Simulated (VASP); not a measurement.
# Hf (P6_3/mmc) in VASP: notebook, part 2 of 2

VASP 6.6.1. Earlier steps stand in the parts before.

### 3 Relaxation of shape and atoms at fixed volume, PBE (24.79 Å³/atom)

This run uses another cell than the first one, of 24.79 Å³/atom.

INCAR

```
SYSTEM = Hf
PREC = Accurate ; ENCUT = 600
EDIFF = 1E-7 ; ISMEAR = 0
SIGMA = 0.1 ; LREAL = .False.
LASPH = .True. ; NELM = 100
ALGO = Fast ; ISIF = 4
LWAVE = .False. ; LCHARG = .False.
GGA = PE ; IBRION = 2
NSW = 50 ; EDIFFG = -0.01
```

KPOINTS

```
Automatic mesh
0
Gamma
  18 18 8
  0 0 0
```

POSCAR

```
Hf
1.0
    3.3108869684      0.0000000000      0.0000000000
   -1.6554434842      2.8673122237      0.0000000000
    0.0000000000      0.0000000000      5.2221791700
Hf
2
Direct
    0.3333333333      0.6666666667      0.2500000000
    0.6666666667      0.3333333333      0.7500000000
```

Potentials or basis: VASP PAW PBE potentials, release 64 (Hf_pv).

On the command line:

```
cat potpaw_PBE.64/Hf_pv/POTCAR > POTCAR
mpirun -np 1 vasp_std > vasp.out
```

OUTCAR:

```text
SYSTEM = Hf
   PREC = Accurate
   ENCUT = 600
   EDIFF = 1E-7
   ISMEAR = 0
   LREAL = .False.
   LASPH = .True.
   NELM = 100
   ISIF = 4
   GGA = PE
   IBRION = 2
   NSW = 50
   EDIFFG = -0.01

 ion  position               nearest neighbor table
   1  0.333  0.667  0.250-   2 3.24   2 3.24   2 3.24   2 3.24   2 3.24   2 3.24
   2  0.667  0.333  0.750-   1 3.24   1 3.24   1 3.24   1 3.24   1 3.24   1 3.24

  LATTYP: Found a hexagonal cell.
 ALAT       =     3.3108869684
 C/A-ratio  =     1.5772749779

  Lattice vectors:

 A1 = (   3.3108869684,   0.0000000000,   0.0000000000)
 A2 = (  -1.6554434842,   2.8673122237,   0.0000000000)
 A3 = (   0.0000000000,   0.0000000000,   5.2221791700)

Analysis of symmetry for initial positions (statically):
=====================================================================
 Subroutine PRICEL returns:
 Original cell was already a primitive cell.

 Routine SETGRP: Setting up the symmetry group for a
 hexagonal supercell.

 Subroutine GETGRP returns: Found 24 space group operations
 (whereof 12 operations were pure point group operations)
 out of a pool of 24 trial point group operations.

The static configuration has the point symmetry D_3d.
 The point group associated with its full space group is D_6h.

Analysis of symmetry for dynamics (positions and initial velocities):
=====================================================================
 Subroutine PRICEL returns:
 Original cell was already a primitive cell.

 Routine SETGRP: Setting up the symmetry group for a
 hexagonal supercell.

 Subroutine GETGRP returns: Found 24 space group operations
 (whereof 12 operations were pure point group operations)
 out of a pool of 24 trial point group operations.

The dynamic configuration has the point symmetry D_3d.
 The point group associated with its full space group is D_6h.

 Subroutine INISYM returns: Found 24 space group operations
 (whereof 12 operations are pure point group operations),
 and found     1 'primitive' translations

----------------------------------------------------------------------------------------

                                     Primitive cell

  volume of cell :      49.5760

  direct lattice vectors                    reciprocal lattice vectors
     3.310886968  0.000000000  0.000000000     0.302033869  0.174379335  0.000000000
    -1.655443484  2.867312224  0.000000000     0.000000000  0.348758671  0.000000000
     0.000000000  0.000000000  5.222179170     0.000000000  0.000000000  0.191490940

  length of vectors
     3.310886968  3.310886968  5.222179170     0.348758671  0.348758671  0.191490940

  position of ions in fractional coordinates (direct lattice)
     0.333333333  0.666666667  0.250000000
     0.666666667  0.333333333  0.750000000

  ion indices of the primitive-cell ions
   primitive index   ion index
                 1           1
                 2           2

[... 113 lines left out ...]

 number of electron      20.0000000 magnetization

 Free energy of the ion-electron system (eV)
  ---------------------------------------------------
  ext. energy  EPLUGINS =         0.00000000
  ---------------------------------------------------
  free energy    TOTEN  =       -19.71231839 eV

  energy without entropy =      -19.70429271  energy(sigma->0) =      -19.70830555

------------------------ aborting loop because EDIFF is reached ----------------------------------------

  FORCE on cell =-STRESS in cart. coord.  units (eV):
  Direction    XX          YY          ZZ          XY          YZ          ZX
  --------------------------------------------------------------------------------------
  -------------------------------------------------------------------------------------
  Total       -2.7913634     -2.7913634     -2.8333025      0.0000000      0.0000000      0.0000000
  in kB      -90.2102429    -90.2102429    -91.5656156      0.0000000      0.0000000      0.0000000
  external PRESSURE =     -90.6620338 kB  Pullay stress =       0.0000000 kB

 VOLUME and BASIS-vectors are now :
 -----------------------------------------------------------------------------
  energy-cutoff  :      600.00
  volume of cell :       49.58
      direct lattice vectors                 reciprocal lattice vectors
     3.310886968  0.000000000  0.000000000     0.302033869  0.174379335  0.000000000
    -1.655443484  2.867312224  0.000000000     0.000000000  0.348758671  0.000000000
     0.000000000  0.000000000  5.222179170     0.000000000  0.000000000  0.191490940

 POSITION                                       TOTAL-FORCE (eV/Angst)
 -----------------------------------------------------------------------------------
     -0.00000      1.91154      1.30554        -0.000000      0.000000      0.000000
      1.65544      0.95577      3.91663         0.000000      0.000000      0.000000
 -----------------------------------------------------------------------------------
    total drift:                               -0.000000      0.000000     -0.000000

  FREE ENERGIE OF THE ION-ELECTRON SYSTEM (eV)
  ---------------------------------------------------
  free  energy   TOTEN  =       -19.7123183923 eV

  energy  without entropy=      -19.7042927098  energy(sigma->0) =      -19.70830555

--------------------------------------- Ionic step        2  -------------------------------------------

 number of electron      20.0000000 magnetization

 Free energy of the ion-electron system (eV)
  ---------------------------------------------------
  ext. energy  EPLUGINS =         0.00000000
  ---------------------------------------------------
  free energy    TOTEN  =       -19.71233620 eV

  energy without entropy =      -19.70433585  energy(sigma->0) =      -19.70833603

 E-fermi :   4.2365     XC(G=0): -10.8261

 val. band max:        4.2337355691   @ k =   0.1111   0.0000   0.0000
 cond. band min:       4.2434732762   @ k =   0.3333   0.3333   0.2500
 fundamental gap:      0.0097377071
 Fermi energy:         4.2364658177

 k-point     1 :       0.0000    0.0000    0.0000
  band No.  band energies     occupation
      1     -26.9686      2.00000
      2     -26.4428      2.00000
      3     -26.4428      2.00000
      4     -26.3540      2.00000
      5     -26.3489      2.00000
      6     -26.3489      2.00000
      7      -2.7911      2.00000
      8       0.8337      2.00000
      9       4.5994      0.00000
     10       5.3646      0.00000
     11       5.3646      0.00000
     12       5.6440      0.00000
     13       6.0853      0.00000
     14       6.0853      0.00000
[... 377 lines left out ...]
      1     -26.8065      2.00000
      2     -26.7126      2.00000
      3     -26.7084      2.00000
      4     -26.5829      2.00000
      5     -26.5114      2.00000
      6     -26.4391      2.00000
      7       1.0539      2.00000
      8       2.1522      2.00000
      9       2.3969      2.00000
     10       3.2130      2.00000
     11       4.8152      0.00000
     12       5.0391      0.00000
     13       5.6890      0.00000
     14       8.7805      0.00000

 [... further k-points ...]
[... 5 lines left out ...]
  --------------------------------------------------------------------------------------
  -------------------------------------------------------------------------------------
  Total       -2.8022011     -2.8022011     -2.8120387     -0.0000000      0.0000000      0.0000000
  in kB      -90.5604931    -90.5604931    -90.8784211     -0.0000000      0.0000000      0.0000000
  external PRESSURE =     -90.6664691 kB  Pullay stress =       0.0000000 kB

 VOLUME and BASIS-vectors are now :
 -----------------------------------------------------------------------------
  energy-cutoff  :      600.00
  volume of cell :       49.58
      direct lattice vectors                 reciprocal lattice vectors
     3.312003806 -0.000000000  0.000000000     0.301932020  0.174320533 -0.000000000
    -1.656001903  2.868279433  0.000000000     0.000000000  0.348641066 -0.000000000
     0.000000000  0.000000000  5.218657832    -0.000000000 -0.000000000  0.191620151

 POSITION                                       TOTAL-FORCE (eV/Angst)
 -----------------------------------------------------------------------------------
     -0.00000      1.91219      1.30466        -0.000000      0.000000      0.000000
      1.65600      0.95609      3.91399         0.000000     -0.000000      0.000000
 -----------------------------------------------------------------------------------
    total drift:                               -0.000000      0.000000     -0.000000

  FREE ENERGIE OF THE ION-ELECTRON SYSTEM (eV)
  ---------------------------------------------------
  free  energy   TOTEN  =       -19.7123362043 eV

  energy  without entropy=      -19.7043358469  energy(sigma->0) =      -19.70833603

 reached required accuracy - stopping structural energy minimisation
```

Wall time 3.1 min (1 thread of AMD EPYC 9R45 (Zen 5), shared host); peak memory 0.26 GiB.

What came out:

- Free energy: -19.7123 eV
- Energy gained by relaxing: 0.0 meV/atom
- Ionic steps: 2
- Pressure after relaxing: -9.1 GPa
- Band gap on the k mesh: zero (bands 10 and 11 overlap by 1.57 eV)

Final structure:
```cif
data_structure
_symmetry_space_group_name_H-M 'P 1'
_symmetry_Int_Tables_number 1
_cell_length_a 3.3120
_cell_length_b 3.3120
_cell_length_c 5.2187
_cell_angle_alpha 90.000
_cell_angle_beta 90.000
_cell_angle_gamma 120.000
_cell_volume 49.58
loop_
_atom_site_label
_atom_site_type_symbol
_atom_site_fract_x
_atom_site_fract_y
_atom_site_fract_z
_atom_site_occupancy
Hf1 Hf 0.33333 0.66667 0.25000 1
Hf2 Hf 0.66667 0.33333 0.75000 1
```

Caveat: spin-orbit coupling is left out, which moves the levels of the heavy elements.
